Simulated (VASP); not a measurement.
# LiH (rock salt type) in VASP: settings compared, part 2 of 3

VASP 6.6.1. Earlier steps stand in the parts before.

### 3 Single point, HSE06

File POSCAR:

```
LiH
1.0
    0.0000000000      2.0100000000      2.0100000000
    2.0100000000      0.0000000000      2.0100000000
    2.0100000000      2.0100000000      0.0000000000
Li H
1 1
Direct
    0.0000000000      0.0000000000      0.0000000000
    0.5000000000      0.5000000000      0.5000000000
```

File INCAR.step1:

```
  ALGO = Normal
  EDIFF = 1E-5
  ENCUT = 520
  GGA = PE
  ISIF = 2
  ISMEAR = -1
  LASPH = T
  LCHARG = F
  LREAL = F
  LWAVE = T
  NBANDS = 9
  NELM = 80
  PREC = Accurate
  SIGMA = 0.02
```

File INCAR.step2:

```
  ALGO = Normal
  EDIFF = 1E-6
  ENCUT = 520
  GGA = PE
  HFSCREEN = 0.2079
  ISIF = 2
  ISMEAR = -1
  ISTART = 1
  LASPH = T
  LCHARG = F
  LHFCALC = T
  LREAL = F
  LWAVE = F
  NBANDS = 9
  NELM = 80
  PREC = Accurate
  PRECFOCK = Normal
  SIGMA = 0.02
```

File KPOINTS:

```
k-points
0
Gamma
  6 6 6
```

Potentials or basis: VASP PAW PBE potentials, release 64 (Li_sv, H).

Run with:

```console
$ cat potpaw_PBE.64/Li_sv/POTCAR potpaw_PBE.64/H/POTCAR > POTCAR
$ cp INCAR.step1 INCAR
$ mpirun -np 1 vasp_std > vasp.out
$ cp INCAR.step2 INCAR
$ mpirun -np 1 vasp_std > vasp.out
```

Run time: 83 s. Hardware: 1 thread of Intel Xeon 8259CL, shared host; peak memory 0.23 GiB.

The run converged. Its results:

```yaml
Free_energy: -6.7852 eV
Band_gap_on_the_k_mesh: 3.98 eV
```

Levels at points of the mesh, in eV from the valence-band top:
```csv
k point,band 1,band 2,band 3,band 4,band 5
"(0.00, 0.00, 0.00)",-47.30,-6.04,17.83,19.38,19.38
"(0.50, 0.00, 0.00)",-47.25,-2.84,5.94,15.18,17.93
"(0.50, 0.50, 0.00)",-47.23,0.00,3.98,12.13,12.13
```

Caveat: the k points lie up to 0.45 Å⁻¹ apart; the cutoff is under 1.25 times the usual one of these potentials, so pressure, stress and relaxed cells hold a basis-set (Pulay) error; the PAW data sets were made with another functional, which shifts forces and pressure a little.

### 4 Single point, HSE06

POSCAR is that of step 3.

File INCAR.step1:

```
SYSTEM = LiH
  PREC = Accurate
  ENCUT = 520
  EDIFF = 1E-5
  ISMEAR = -1
  SIGMA = 0.02
  LREAL = .False.
  LASPH = .True.
  NELM = 80
  ALGO = Normal
  ISIF = 2
  LWAVE = .True.
  LCHARG = .False.
  GGA = PE
  NBANDS = 9
```

File INCAR.step2:

```
SYSTEM = LiH
  PREC = Accurate
  ENCUT = 520
  EDIFF = 1E-6
  ISMEAR = -1
  SIGMA = 0.02
  LREAL = .False.
  LASPH = .True.
  NELM = 80
  ALGO = Normal
  ISIF = 2
  LWAVE = .False.
  LCHARG = .False.
  GGA = PE
  LHFCALC = .True.
  HFSCREEN = 0.2079
  PRECFOCK = Normal
  ISTART = 1
  NBANDS = 9
```

File KPOINTS:

```
Automatic mesh
0
Gamma
  6 6 6
  0 0 0
```

Potentials or basis: VASP PAW PBE potentials, release 64 (Li_sv, H).

Run with:

```console
$ cat potpaw_PBE.64/Li_sv/POTCAR potpaw_PBE.64/H/POTCAR > POTCAR
$ cp INCAR.step1 INCAR
$ mpirun -np 1 vasp_std > vasp.out
$ cp INCAR.step2 INCAR
$ mpirun -np 1 vasp_std > vasp.out
```

OUTCAR:

```text
SYSTEM = LiH
   PREC = Accurate
   ENCUT = 520
   EDIFF = 1E-6
   ISMEAR = -1
   LREAL = .False.
   LASPH = .True.
   NELM = 80
   ISIF = 2
   GGA = PE
   LHFCALC = .True.
   HFSCREEN = 0.2079
   PRECFOCK = Normal
   ISTART = 1

 ion  position               nearest neighbor table
   1  0.000  0.000  0.000-
   2  0.500  0.500  0.500-

  LATTYP: Found a face centered cubic cell.
 ALAT       =     4.0200000000

  Lattice vectors:

 A1 = (   0.0000000000,   2.0100000000,   2.0100000000)
 A2 = (   2.0100000000,   0.0000000000,   2.0100000000)
 A3 = (   2.0100000000,   2.0100000000,   0.0000000000)

Analysis of symmetry for initial positions (statically):
=====================================================================
 Subroutine PRICEL returns:
 Original cell was already a primitive cell.

 Routine SETGRP: Setting up the symmetry group for a
 face centered cubic supercell.

 Subroutine GETGRP returns: Found 48 space group operations
 (whereof 48 operations were pure point group operations)
 out of a pool of 48 trial point group operations.

The static configuration has the point symmetry O_h .

Analysis of symmetry for dynamics (positions and initial velocities):
=====================================================================
 Subroutine PRICEL returns:
 Original cell was already a primitive cell.

 Routine SETGRP: Setting up the symmetry group for a
 face centered cubic supercell.

 Subroutine GETGRP returns: Found 48 space group operations
 (whereof 48 operations were pure point group operations)
 out of a pool of 48 trial point group operations.

The dynamic configuration has the point symmetry O_h .

 Subroutine INISYM returns: Found 48 space group operations
 (whereof 48 operations are pure point group operations),
 and found     1 'primitive' translations

----------------------------------------------------------------------------------------

                                     Primitive cell

  volume of cell :      16.2412

  direct lattice vectors                    reciprocal lattice vectors
     0.000000000  2.010000000  2.010000000    -0.248756219  0.248756219  0.248756219
     2.010000000  0.000000000  2.010000000     0.248756219 -0.248756219  0.248756219
     2.010000000  2.010000000  0.000000000     0.248756219  0.248756219 -0.248756219

  length of vectors
     2.842569260  2.842569260  2.842569260     0.430858410  0.430858410  0.430858410

  position of ions in fractional coordinates (direct lattice)
     0.000000000  0.000000000  0.000000000
     0.500000000  0.500000000  0.500000000

  ion indices of the primitive-cell ions
   primitive index   ion index
                 1           1
                 2           2

----------------------------------------------------------------------------------------

 KPOINTS: Automatic mesh

Automatic generation of k-mesh.
 Grid dimensions read from file:
 generate k-points for:    6    6    6

 Generating k-lattice:
[... 33 lines left out ...]
 -0.333333  0.333333  0.166667     24.000000
 -0.333333  0.500000  0.166667     12.000000
   k-points           NKPTS =     16   k-points in BZ     NKDIM =    216   number of bands    NBANDS=      9
   number of dos      NEDOS =    301   number of ions     NIONS =      2
   total plane-waves  NPLWV =  13824
   dimension x,y,z NGX =    24 NGY =   24 NGZ =   24
   dimension x,y,z NGXF=    48 NGYF=   48 NGZF=   48
   ions per type =               1   1
   NGX,Y,Z   is equivalent  to a cutoff of  14.04, 14.04, 14.04 a.u.
   NGXF,Y,Z  is equivalent  to a cutoff of  28.07, 28.07, 28.07 a.u.
 SYSTEM =  LiH
   PREC   = accura    normal or accurate (medium, high low for compatibility)
   ISTART =      1    job   : 0-new  1-cont  2-samecut
   ICHARG =      0    charge: 1-file 2-atom 10-const
   ISPIN  =      1    spin polarized calculation?
   LNONCOLLINEAR =      F non collinear calculations
   LSORBIT =      F    spin-orbit coupling
   LASPH  =      T    aspherical Exc in radial PAW
   ENCUT  =  520.0 eV  38.22 Ry    6.18 a.u.   5.29  5.29  5.29*2*pi/ulx,y,z
   NELM   =     80;   NELMIN=  2; NELMDL=  0     # of ELM steps
   EDIFF  = 0.1E-05   stopping-criterion for ELM
   LREAL  =      F    real-space projection
   EDIFFG = 0.1E-04   stopping-criterion for IOM
   NSW    =      0    number of steps for IOM
   IBRION =     -1    ionic relax: 0-MD 1-quasi-New 2-CG
   NFREE  =      0    steps in history (QN), initial steepest desc. (CG)
   ISIF   =      2    stress and relaxation
   ISYM   =      3    0-nonsym 1-usesym 2-fastsym
   POTIM  = 0.5000    time-step for ionic-motion
   TEBEG  =    0.0;   TEEND  =   0.0 temperature during run
   PSTRESS=    0.0 pullay stress
   NELECT =       4.0000    total number of electrons
   NUPDOWN=      -1.0000    fix difference up-down
   EMIN   =  10.00;   EMAX   =-10.00  energy-range for DOS
   EFERMI =   0.00;   METHOD = LEGACY
   ISMEAR =    -1;   SIGMA  =   0.02  broadening in eV -4-tet -1-fermi 0-gaus
   EFERMI_NEDOS =   21; number of points for ismear=-14 and -15
   IALGO  =     38    algorithm
   IMIX   =      1    mixing-type and parameters
     AMIX     =   0.40;   BMIX     =  1.00
     AMIX_MAG =   1.60;   BMIX_MAG =  1.00
  volume/ion in A,a.u.               =       8.12        54.80
  Fermi-wavevector in a.u.,A,eV,Ry     =   1.026177  1.939193 14.327457  1.053038
  Thomas-Fermi vector in A             =   2.160056
   LORBIT       =      0    0 simple, 1 ext, 2 COOP (PROOUT), +10 PAW based schemes
   GGA     = PE    functional components
   LHFCALC =     T    Hartree Fock is set to
   PRECFOCK=normal    Normal, Fast or Accurate (Low or Medium for compatibility)
   ENCUT4O =  -1.0   cutoff for four orbital integrals eV
   NKREDX  =     1    reduce k-point grid by
   NKREDY  =     1    reduce k-point grid by
   NKREDZ  =     1    reduce k-point grid by
   AEXX    =    0.2500 exact exchange contribution
   HFSCREEN=    0.2079 screening length (either q_TF or 0.3 A-1)
   HFSCREENC=   0.2079 screening length for correlation (either q_TF or 0.3 A-1)
   ENCUTFOCK=  -1.0 apply spherical cutoff to Coloumb kernel
   IVDW    =     0    specifies the selected vdW correction
   LEPSILON=     F    determine dielectric tensor
   LRPA    =     F    only Hartree local field effects (RPA)
 non-spin polarized calculation
  energy-cutoff  :      520.00
  volume of cell :       16.24
 maximum number of plane-waves:       447
 NGX is ok and might be reduce to    24
  NGX = 16; NGY = 16; NGZ = 16

 number of electron       3.9999995 magnetization

 Free energy of the ion-electron system (eV)
  ---------------------------------------------------
  ext. energy  EPLUGINS =         0.00000000
  ---------------------------------------------------
  free energy    TOTEN  =        -6.78523855 eV

  energy without entropy =       -6.78523855  energy(sigma->0) =       -6.78523855

 E-fermi :  -0.2492     XC(G=0):  -7.1019

 val. band max:       -0.6395046144   @ k =   0.5000   0.5000   0.0000
 cond. band min:       3.3373543029   @ k =   0.5000   0.5000   0.0000
 fundamental gap:      3.9768589173
 Fermi energy:        -0.2491709158

 k-point     1 :       0.0000    0.0000    0.0000
  band No.  band energies     occupation
      1     -47.9362      2.00000
      2      -6.6750      2.00000
      3      17.1928      0.00000
      4      18.7364      0.00000
      5      18.7364      0.00000
      6      18.7364      0.00000
      7      23.3263      0.00000
      8      23.3263      0.00000
      9      23.3263      0.00000
[... 169 lines left out ...]
 k-point    16 :      -0.3333    0.5000    0.1667
  band No.  band energies     occupation
      1     -47.8733      2.00000
      2      -0.8181      2.00000
      3       4.4090      0.00000
      4       7.5516      0.00000
      5      12.2102      0.00000
      6      18.4307      0.00000
      7      20.5266      0.00000
      8      29.6330      0.00000
      9      30.1510      0.00000

------------------------ aborting loop because EDIFF is reached ----------------------------------------

  FORCE on cell =-STRESS in cart. coord.  units (eV):
  Direction    XX          YY          ZZ          XY          YZ          ZX
  --------------------------------------------------------------------------------------
  -------------------------------------------------------------------------------------
  Total       -0.1053725     -0.1053725     -0.1053725      0.0000000      0.0000000     -0.0000000
  in kB      -10.3948870    -10.3948870    -10.3948870      0.0000000      0.0000000     -0.0000000
  external PRESSURE =     -10.3948870 kB  Pullay stress =       0.0000000 kB

 VOLUME and BASIS-vectors are now :
 -----------------------------------------------------------------------------
  energy-cutoff  :      520.00
  volume of cell :       16.24
      direct lattice vectors                 reciprocal lattice vectors
     0.000000000  2.010000000  2.010000000    -0.248756219  0.248756219  0.248756219
     2.010000000  0.000000000  2.010000000     0.248756219 -0.248756219  0.248756219
     2.010000000  2.010000000  0.000000000     0.248756219  0.248756219 -0.248756219

 POSITION                                       TOTAL-FORCE (eV/Angst)
 -----------------------------------------------------------------------------------
      0.00000      0.00000      0.00000        -0.000000     -0.000000     -0.000000
      2.01000      2.01000      2.01000         0.000000      0.000000      0.000000
 -----------------------------------------------------------------------------------
    total drift:                                0.000000     -0.000000     -0.000000

  FREE ENERGIE OF THE ION-ELECTRON SYSTEM (eV)
  ---------------------------------------------------
  free  energy   TOTEN  =        -6.7852385462 eV

  energy  without entropy=       -6.7852385461  energy(sigma->0) =       -6.78523855
```

Run time: 93 s. Hardware: 1 thread of Intel Xeon 8259CL, shared host; peak memory 0.23 GiB.

What came out:

```yaml
Free_energy: -6.7852 eV
Band_gap_on_the_k_mesh: 3.98 eV
```

Caveat: the k points lie up to 0.45 Å⁻¹ apart; the cutoff is under 1.25 times the usual one of these potentials, so pressure, stress and relaxed cells hold a basis-set (Pulay) error; the PAW data sets were made with another functional, which shifts forces and pressure a little.

[end of part 2 of 3]
